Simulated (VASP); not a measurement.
# AgCl in VASP: a series of runs

The runs below take AgCl through single point, with LDA.

Everything below comes from runs of VASP 6.6.1. Logs are shortened: lines on timing, memory, paths and dates and some standing lists are left out, and cuts for length are marked.

## (1) The cell of the first run

It takes space group R-3m (No. 166, trigonal). Conventional cell: a = 3.961 Å, b = 3.961 Å, c = 9.414 Å, α = 90.00°, β = 90.00°, γ = 120.00°. Within 3.7 Å of Ag (site symmetry -3m) lie 6 Cl at 2.77 Å. Within 3.7 Å of Cl (site symmetry -3m) lie 6 Ag at 2.77 Å.

## (2) Single point, LDA (equal xy, yz and zx shear strains of -2 %)

Input file INCAR:

```
PREC = Accurate
ENCUT = 520
EDIFF = 1E-7
ISMEAR = -1
SIGMA = 0.02
LREAL = False
LASPH = True
NELM = 60
ALGO = Normal
ISIF = 2
LWAVE = False
LCHARG = True
GGA = CA
LELF = True
LVHAR = True
NBANDS = 16
```

Input file KPOINTS:

```
regular mesh
0
Gamma
  8 8 8
```

Input file POSCAR:

```
AgCl
1.0
   -0.0554630000      2.7454185000      2.7454185000
    2.7454185000     -0.0554630000      2.7454185000
    2.7454185000      2.7454185000     -0.0554630000
Ag Cl
1 1
Direct
    0.5000000000      0.5000000000      0.5000000000
    0.0000000000      0.0000000000      0.0000000000
```

Potentials or basis: VASP PAW LDA potentials, release 64 (Ag, Cl).

On the command line:

```bash
> cat potpaw_LDA.64/Ag/POTCAR potpaw_LDA.64/Cl/POTCAR > POTCAR
> mpirun -np 1 vasp_std > vasp.out
```

OUTCAR:

```text
PREC = Accurate
   ENCUT = 520
   EDIFF = 1E-7
   ISMEAR = -1
   LREAL = False
   LASPH = True
   NELM = 60
   ISIF = 2
   GGA = CA

 ion  position               nearest neighbor table
   1  0.500  0.500  0.500-   2 2.77   2 2.77   2 2.77   2 2.77   2 2.77   2 2.77
   2  0.000  0.000  0.000-   1 2.77   1 2.77   1 2.77   1 2.77   1 2.77   1 2.77

  LATTYP: Found a trigonal (rhomboedric) cell.
 ALAT       =     3.8830042010
 COS(alpha) =     0.4797000918

  Lattice vectors:

 A1 = (  -0.0554630000,   2.7454185000,   2.7454185000)
 A2 = (   2.7454185000,  -0.0554630000,   2.7454185000)
 A3 = (   2.7454185000,   2.7454185000,  -0.0554630000)

Analysis of symmetry for initial positions (statically):
=====================================================================
 Subroutine PRICEL returns:
 Original cell was already a primitive cell.

 Routine SETGRP: Setting up the symmetry group for a
 trigonal (rhombohedral) supercell.

 Subroutine GETGRP returns: Found 12 space group operations
 (whereof 12 operations were pure point group operations)
 out of a pool of 12 trial point group operations.

The static configuration has the point symmetry D_3d.

Analysis of symmetry for dynamics (positions and initial velocities):
=====================================================================
 Subroutine PRICEL returns:
 Original cell was already a primitive cell.

 Routine SETGRP: Setting up the symmetry group for a
 trigonal (rhombohedral) supercell.

 Subroutine GETGRP returns: Found 12 space group operations
 (whereof 12 operations were pure point group operations)
 out of a pool of 12 trial point group operations.

The dynamic configuration has the point symmetry D_3d.

 Subroutine INISYM returns: Found 12 space group operations
 (whereof 12 operations are pure point group operations),
 and found     1 'primitive' translations

----------------------------------------------------------------------------------------

                                     Primitive cell

  volume of cell :      42.6402

  direct lattice vectors                    reciprocal lattice vectors
    -0.055463000  2.745418500  2.745418500    -0.176693644  0.180336812  0.180336812
     2.745418500 -0.055463000  2.745418500     0.180336812 -0.176693644  0.180336812
     2.745418500  2.745418500 -0.055463000     0.180336812  0.180336812 -0.176693644

  length of vectors
     3.883004201  3.883004201  3.883004201     0.310263397  0.310263397  0.310263397

  position of ions in fractional coordinates (direct lattice)
     0.500000000  0.500000000  0.500000000
     0.000000000  0.000000000  0.000000000

  ion indices of the primitive-cell ions
   primitive index   ion index
                 1           1
                 2           2

----------------------------------------------------------------------------------------

 KPOINTS: regular mesh

Automatic generation of k-mesh.
 Grid dimensions read from file:
 generate k-points for:    8    8    8

 Generating k-lattice:

  Cartesian coordinates                     Fractional coordinates (reciprocal lattice)
    -0.022086706  0.022542102  0.022542102     0.125000000  0.000000000  0.000000000
     0.022542102 -0.022086706  0.022542102     0.000000000  0.125000000  0.000000000
     0.022542102  0.022542102 -0.022086706     0.000000000  0.000000000  0.125000000

  Length of vectors
     0.038782925  0.038782925  0.038782925

  Shift w.r.t. Gamma in fractional coordinates (k-lattice)
     0.000000000  0.000000000  0.000000000

 Subroutine IBZKPT returns following result:
 ===========================================

 Found     65 irreducible k-points:

 Following reciprocal coordinates:
            Coordinates               Weight
  0.000000  0.000000  0.000000      1.000000
  0.125000  0.000000  0.000000      6.000000
  0.250000  0.000000  0.000000      6.000000
  0.375000  0.000000  0.000000      6.000000
  0.500000  0.000000  0.000000      3.000000
  0.125000  0.125000  0.000000      6.000000
[... 16 lines left out ...]
  0.250000  0.125000  0.125000      6.000000
  0.375000  0.125000  0.125000      6.000000
 [... further k-points ...]
   k-points           NKPTS =     65   k-points in BZ     NKDIM =     65   number of bands    NBANDS=     16
   number of dos      NEDOS =    301   number of ions     NIONS =      2
   total plane-waves  NPLWV =  27000
   dimension x,y,z NGX =    30 NGY =   30 NGZ =   30
   dimension x,y,z NGXF=    60 NGYF=   60 NGZF=   60
   ions per type =               1   1
   NGX,Y,Z   is equivalent  to a cutoff of  12.84, 12.84, 12.84 a.u.
   NGXF,Y,Z  is equivalent  to a cutoff of  25.69, 25.69, 25.69 a.u.
 SYSTEM =  unknown system
   PREC   = accura    normal or accurate (medium, high low for compatibility)
   ISTART =      0    job   : 0-new  1-cont  2-samecut
   ICHARG =      2    charge: 1-file 2-atom 10-const
   ISPIN  =      1    spin polarized calculation?
   LNONCOLLINEAR =      F non collinear calculations
   LSORBIT =      F    spin-orbit coupling
   LASPH  =      T    aspherical Exc in radial PAW
   ENCUT  =  520.0 eV  38.22 Ry    6.18 a.u.   7.22  7.22  7.22*2*pi/ulx,y,z
   NELM   =     60;   NELMIN=  2; NELMDL= -5     # of ELM steps
   EDIFF  = 0.1E-06   stopping-criterion for ELM
   LREAL  =      F    real-space projection
   EDIFFG = 0.1E-05   stopping-criterion for IOM
   NSW    =      0    number of steps for IOM
   IBRION =     -1    ionic relax: 0-MD 1-quasi-New 2-CG
   NFREE  =      0    steps in history (QN), initial steepest desc. (CG)
   ISIF   =      2    stress and relaxation
   ISYM   =      2    0-nonsym 1-usesym 2-fastsym
   POTIM  = 0.5000    time-step for ionic-motion
   TEBEG  =    0.0;   TEEND  =   0.0 temperature during run
   PSTRESS=    0.0 pullay stress
   NELECT =      18.0000    total number of electrons
   NUPDOWN=      -1.0000    fix difference up-down
   EMIN   =  10.00;   EMAX   =-10.00  energy-range for DOS
   EFERMI =   0.00;   METHOD = LEGACY
   ISMEAR =    -1;   SIGMA  =   0.02  broadening in eV -4-tet -1-fermi 0-gaus
   EFERMI_NEDOS =   21; number of points for ismear=-14 and -15
   IALGO  =     38    algorithm
   IMIX   =      4    mixing-type and parameters
     AMIX     =   0.40;   BMIX     =  1.00
     AMIX_MAG =   1.60;   BMIX_MAG =  1.00
  volume/ion in A,a.u.               =      21.32       143.88
  Fermi-wavevector in a.u.,A,eV,Ry     =   1.228078  2.320731 20.519982  1.508176
  Thomas-Fermi vector in A             =   2.363017
   LORBIT       =      0    0 simple, 1 ext, 2 COOP (PROOUT), +10 PAW based schemes
   GGA     = CA    functional components
   LHFCALC =     F    Hartree Fock is set to
   AEXX    =    0.0000 exact exchange contribution
   IVDW    =     0    specifies the selected vdW correction
   LEPSILON=     F    determine dielectric tensor
   LRPA    =     F    only Hartree local field effects (RPA)
 non-spin polarized calculation
  energy-cutoff  :      520.00
  volume of cell :       42.64
 maximum number of plane-waves:      1178
 NGX is ok and might be reduce to    30
   NGX = 15   NGY = 15   NGZ = 15

 number of electron      17.9999999 magnetization

 Free energy of the ion-electron system (eV)
  ---------------------------------------------------
  ext. energy  EPLUGINS =         0.00000000
  ---------------------------------------------------
  free energy    TOTEN  =        -6.71117552 eV

  energy without entropy =       -6.71117552  energy(sigma->0) =       -6.71117552

 E-fermi :   3.9275     XC(G=0): -10.4420

 val. band max:        3.6006647310   @ k =   0.5000   0.5000   0.5000
 cond. band min:       4.2196129157   @ k =   0.0000   0.0000   0.0000
 fundamental gap:      0.6189481847
 Fermi energy:         3.9275470384

 k-point     1 :       0.0000    0.0000    0.0000
  band No.  band energies     occupation
      1     -11.4659      2.00000
      2       1.0368      2.00000
      3       1.0368      2.00000
      4       1.0899      2.00000
      5       1.1012      2.00000
      6       1.1012      2.00000
[... 8 lines left out ...]
     15      16.5107      0.00000
     16      16.5107      0.00000

 k-point     2 :       0.1250    0.0000    0.0000
  band No.  band energies     occupation
      1     -11.4043      2.00000
      2       0.3605      2.00000
      3       0.4182      2.00000
      4       0.4982      2.00000
      5       1.1047      2.00000
      6       1.1339      2.00000
[... 8 lines left out ...]
     15      15.5693      0.00000
     16      16.0824      0.00000

 k-point     3 :       0.2500    0.0000    0.0000
  band No.  band energies     occupation
      1     -11.2488      2.00000
      2      -0.6869      2.00000
      3      -0.1582      2.00000
      4      -0.0657      2.00000
      5       1.2281      2.00000
      6       1.2612      2.00000
[... 8 lines left out ...]
     15      15.9016      0.00000
     16      15.9960      0.00000

 k-point     4 :       0.3750    0.0000    0.0000
  band No.  band energies     occupation
      1     -11.0830      2.00000
      2      -1.4764      2.00000
      3      -0.5249      2.00000
      4      -0.4255      2.00000
      5       1.3567      2.00000
      6       1.3905      2.00000
[... 8 lines left out ...]
     15      16.4411      0.00000
     16      16.8245      0.00000
[... 324 lines left out ...]
 k-point    22 :       0.1250    0.1250    0.1250
  band No.  band energies     occupation
      1     -11.3992      2.00000
      2       0.4125      2.00000
      3       0.4125      2.00000
      4       0.4569      2.00000
      5       1.0951      2.00000
      6       1.0951      2.00000
[... 8 lines left out ...]
     15      15.3373      0.00000
     16      15.8486      0.00000

 k-point    23 :       0.2500    0.1250    0.1250
  band No.  band energies     occupation
      1     -11.3057      2.00000
      2      -0.3428      2.00000
      3      -0.0825      2.00000
      4       0.4659      2.00000
      5       1.1297      2.00000
      6       1.2356      2.00000
[... 8 lines left out ...]
     15      16.3744      0.00000
     16      16.9226      0.00000

 k-point    24 :       0.3750    0.1250    0.1250
  band No.  band energies     occupation
      1     -11.1515      2.00000
      2      -1.0721      2.00000
      3      -0.4506      2.00000
      4      -0.0050      2.00000
      5       1.2407      2.00000
      6       1.3542      2.00000
[... 8 lines left out ...]
     15      17.1881      0.00000
     16      17.4151      0.00000

 [... further k-points ...]

------------------------ aborting loop because EDIFF is reached ----------------------------------------

  FORCE on cell =-STRESS in cart. coord.  units (eV):
  Direction    XX          YY          ZZ          XY          YZ          ZX
  --------------------------------------------------------------------------------------
  -------------------------------------------------------------------------------------
  Total       -1.4868481     -1.4868481     -1.4868481      0.0438038      0.0438038      0.0438038
  in kB      -55.8673758    -55.8673758    -55.8673758      1.6458993      1.6458993      1.6458993
  external PRESSURE =     -55.8673758 kB  Pullay stress =       0.0000000 kB

 VOLUME and BASIS-vectors are now :
 -----------------------------------------------------------------------------
  energy-cutoff  :      520.00
  volume of cell :       42.64
      direct lattice vectors                 reciprocal lattice vectors
    -0.055463000  2.745418500  2.745418500    -0.176693644  0.180336812  0.180336812
     2.745418500 -0.055463000  2.745418500     0.180336812 -0.176693644  0.180336812
     2.745418500  2.745418500 -0.055463000     0.180336812  0.180336812 -0.176693644

 POSITION                                       TOTAL-FORCE (eV/Angst)
 -----------------------------------------------------------------------------------
      2.71769      2.71769      2.71769        -0.000000      0.000000     -0.000000
      0.00000      0.00000      0.00000         0.000000     -0.000000      0.000000
 -----------------------------------------------------------------------------------
    total drift:                                0.000000      0.000000      0.000000

  FREE ENERGIE OF THE ION-ELECTRON SYSTEM (eV)
  ---------------------------------------------------
  free  energy   TOTEN  =        -6.7111755178 eV

  energy  without entropy=       -6.7111755165  energy(sigma->0) =       -6.71117552
```

Wall time 63 s (1 thread of Intel Xeon 8259CL, shared host); peak memory 0.18 GiB.

What came out:

- Free energy: -6.7112 eV
- Pressure: -5.6 GPa
- Band gap on the k mesh: 0.62 eV, indirect (least direct gap 2.85 eV)

Levels at points of the mesh, in eV from the valence-band top:
```csv
k point,band 5,band 6,band 7,band 8,band 9,band 10,band 11,band 12,band 13,band 14
"(0.00, 0.00, 0.00)",-2.50,-2.50,-2.37,-2.37,-2.23,0.62,10.60,10.60,10.97,11.99
"(0.50, 0.00, 0.00)",-2.19,-2.16,-1.85,-0.05,-0.01,3.98,6.27,7.38,7.63,13.33
"(0.50, 0.50, 0.00)",-2.89,-2.31,-2.04,-2.04,-1.96,2.10,7.83,8.35,11.10,11.32
"(0.50, 0.50, 0.50)",-2.15,-2.15,-1.80,0.00,0.00,3.85,6.44,7.23,7.23,13.11
```

Caveat: the cell differs from its parent crystal (equal xy, yz and zx shear strains of -2 %).

## (3) Single point, LDA (equal xy, yz and zx shear strains of +1 %)

Input file INCAR:

```
ALGO = Normal
EDIFF = 1E-6
ENCUT = 520
ISIF = 2
ISMEAR = -1
LASPH = True
LCHARG = True
LELF = True
LREAL = False
LVHAR = True
LWAVE = False
NBANDS = 16
NELM = 100
PREC = Accurate
SIGMA = 0.02
```

Input file KPOINTS:

```
k-points
0
Gamma
  8 8 8
```

Input file POSCAR:

```
AgCl
1.0
    0.0277315000      2.7870157500      2.7870157500
    2.7870157500      0.0277315000      2.7870157500
    2.7870157500      2.7870157500      0.0277315000
Ag Cl
1 1
Direct
    0.5000000000      0.5000000000      0.5000000000
    0.0000000000      0.0000000000      0.0000000000
```

Potentials or basis: VASP PAW LDA potentials, release 64 (Ag, Cl).

On the command line:

```bash
> cat potpaw_LDA.64/Ag/POTCAR potpaw_LDA.64/Cl/POTCAR > POTCAR
> mpirun -np 1 vasp_std > vasp.out
```

Wall time 60 s (1 thread of Intel Xeon 8259CL, shared host); peak memory 0.18 GiB.

The run converged. Its results:

```yaml
Free_energy: -6.7118 eV
Pressure: -5.6 GPa
Band_gap_on_the_k_mesh: 0.63 eV, indirect (least direct gap 2.92 eV)
```

Stress tensor (GPa, compression positive):
```
-5.58 -0.08 -0.08
-0.08 -5.58 -0.08
-0.08 -0.08 -5.58
```

Levels at points of the mesh, in eV from the valence-band top:
| k point | band 7 | band 8 | band 9 | band 10 | band 11 | band 12 |
| --- | --- | --- | --- | --- | --- | --- |
| (0.00, 0.00, 0.00) | -2.36 | -2.29 | -2.29 | 0.63 | 10.61 | 10.79 |
| (0.50, 0.00, 0.00) | -1.82 | -0.02 | 0.00 | 3.94 | 6.35 | 7.35 |
| (0.50, 0.50, 0.00) | -2.03 | -2.03 | -1.95 | 2.11 | 7.83 | 8.37 |
| (0.50, 0.50, 0.50) | -1.86 | -0.02 | -0.02 | 4.00 | 6.26 | 7.54 |

Caveat: the cell differs from its parent crystal (equal xy, yz and zx shear strains of +1 %).

## (4) Single point, LDA (equal xy, yz and zx shear strains of +3 %)

Input file INCAR:

```
SYSTEM = AgCl
PREC = Accurate
ENCUT = 520
EDIFF = 1E-6
ISMEAR = -1
SIGMA = 0.02
LREAL = .False.
LASPH = .True.
NELM = 100
ALGO = Normal
ISIF = 2
LWAVE = .False.
LCHARG = .True.
GGA = CA
LELF = .True.
LVHAR = .True.
NBANDS = 16
```

Input file KPOINTS:

```
regular mesh
0
Gamma
  8 8 8
  0 0 0
```

Input file POSCAR:

```
AgCl
1.0
    0.0831945000      2.8147472500      2.8147472500
    2.8147472500      0.0831945000      2.8147472500
    2.8147472500      2.8147472500      0.0831945000
Ag Cl
1 1
Direct
    0.5000000000      0.5000000000      0.5000000000
    0.0000000000      0.0000000000      0.0000000000
```

Potentials or basis: VASP PAW LDA potentials, release 64 (Ag, Cl).

On the command line:

```bash
> cat potpaw_LDA.64/Ag/POTCAR potpaw_LDA.64/Cl/POTCAR > POTCAR
> mpirun -np 1 vasp_std > vasp.out
```

OUTCAR:

```text
SYSTEM = AgCl
   PREC = Accurate
   ENCUT = 520
   EDIFF = 1E-6
   ISMEAR = -1
   LREAL = .False.
   LASPH = .True.
   NELM = 100
   ISIF = 2
   GGA = CA

 ion  position               nearest neighbor table
   1  0.500  0.500  0.500-   2 2.77   2 2.77   2 2.77   2 2.77   2 2.77   2 2.77
   2  0.000  0.000  0.000-   1 2.77   1 2.77   1 2.77   1 2.77   1 2.77   1 2.77

  LATTYP: Found a trigonal (rhomboedric) cell.
 ALAT       =     3.9815230111
 COS(alpha) =     0.5293254421

[... 644 lines left out ...]

------------------------ aborting loop because EDIFF is reached ----------------------------------------

  FORCE on cell =-STRESS in cart. coord.  units (eV):
  Direction    XX          YY          ZZ          XY          YZ          ZX
  --------------------------------------------------------------------------------------
  -------------------------------------------------------------------------------------
  Total       -1.4889988     -1.4889988     -1.4889988     -0.0680007     -0.0680007     -0.0680007
  in kB      -55.9686932    -55.9686932    -55.9686932     -2.5560209     -2.5560209     -2.5560209
  external PRESSURE =     -55.9686932 kB  Pullay stress =       0.0000000 kB

 VOLUME and BASIS-vectors are now :
 -----------------------------------------------------------------------------
  energy-cutoff  :      520.00
  volume of cell :       42.62
      direct lattice vectors                 reciprocal lattice vectors
     0.083194500  2.814747250  2.814747250    -0.185711791  0.180380352  0.180380352
     2.814747250  0.083194500  2.814747250     0.180380352 -0.185711791  0.180380352
     2.814747250  2.814747250  0.083194500     0.180380352  0.180380352 -0.185711791

 POSITION                                       TOTAL-FORCE (eV/Angst)
 -----------------------------------------------------------------------------------
      2.85634      2.85634      2.85634         0.000000      0.000000     -0.000000
      0.00000      0.00000      0.00000        -0.000000     -0.000000      0.000000
 -----------------------------------------------------------------------------------
    total drift:                                0.000000      0.000000      0.000000

  FREE ENERGIE OF THE ION-ELECTRON SYSTEM (eV)
  ---------------------------------------------------
  free  energy   TOTEN  =        -6.7100342822 eV

  energy  without entropy=       -6.7100342805  energy(sigma->0) =       -6.71003428
```

stdout:

```text
POSCAR found type information on POSCAR AgCl
 POSCAR found :  2 types and       2 ions
 scaLAPACK will be used
 LDA part: xc-table for (Slater(with rela. corr.)+CA(PZ))
 , standard interpolation
 POSCAR, INCAR and KPOINTS ok, starting setup
 FFT: planning ... GRIDC
 FFT: planning ... GRID_SOFT
 FFT: planning ... GRID
 WAVECAR not read
 entering main loop
```

Wall time 61 s (1 thread of Intel Xeon 8259CL, shared host); peak memory 0.18 GiB.

What came out:

- Free energy: -6.7100 eV
- Pressure: -5.6 GPa
- Band gap on the k mesh: 0.60 eV, indirect (least direct gap 2.86 eV)

Levels at points of the mesh, in eV from the valence-band top:
| k point | band 6 | band 7 | band 8 | band 9 | band 10 | band 11 | band 12 | band 13 |
| --- | --- | --- | --- | --- | --- | --- | --- | --- |
| (0.00, 0.00, 0.00) | -2.51 | -2.48 | -2.27 | -2.27 | 0.60 | 10.35 | 10.88 | 10.88 |
| (0.50, 0.00, 0.00) | -2.15 | -1.83 | -0.06 | 0.00 | 3.87 | 6.36 | 7.16 | 7.50 |
| (0.50, 0.50, 0.00) | -2.33 | -2.06 | -2.06 | -1.98 | 2.09 | 7.82 | 8.31 | 11.10 |
| (0.50, 0.50, 0.50) | -2.21 | -1.93 | -0.07 | -0.07 | 4.09 | 6.10 | 7.72 | 7.72 |

Caveat: the cell differs from its parent crystal (equal xy, yz and zx shear strains of +3 %). A k mesh can miss the band edges.

[end of part 1 of 2]
